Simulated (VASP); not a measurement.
The system is BaS.

```
CELL_PARAMETERS angstrom
0.00000 3.19375 3.19375
3.19375 0.00000 3.19375
3.19375 3.19375 0.00000
ATOMIC_POSITIONS crystal
Ba 0.00000 0.00000 0.00000
S 0.50000 0.50000 0.50000
```

- Program: VASP 6.6.1
- Task: relaxation of cell and atoms
- Functional: PBE
- Potentials or basis: VASP PAW PBE potentials, release 64 (Ba_sv, S)
- Cutoff: 500 eV
- k mesh: 4 × 4 × 4
- Occupations: gaussian, width 0.01 eV
- Spin: no spin polarisation

At the start: pressure 1.5 GPa; volume 32.58 Å³/atom.

Problem. How do energy, volume and symmetry change on relaxing?

Solution. Over 3 steps the energy falls by 4.8 meV/atom and the volume is 33.66 Å³/atom (+3.3 %); space group Fm-3m (No. 225, to 0.05 Å).

The path:
| step | energy change (eV) | largest force (eV/Å) | pressure (GPa) | volume (Å³) |
| --- | --- | --- | --- | --- |
| 1 | 0.0000 | 0.0000 | 1.46 | 65.15 |
| 2 | -0.0088 | 0.0000 | -0.40 | 68.00 |
| 3 | -0.0096 | 0.0000 | 0.00 | 67.32 |

Final structure:
```yaml
crystal:
  lattice:
    - [0.00000, 3.22882, 3.22882]
    - [3.22882, 0.00000, 3.22882]
    - [3.22882, 3.22882, 0.00000]
  atoms:
    - { symbol: Ba, position: [0.00000, 0.00000, 0.00000] }
    - { symbol: S, position: [0.50000, 0.50000, 0.50000] }
```

Caveat: the k points lie up to 0.42 Å⁻¹ apart in the final cell.
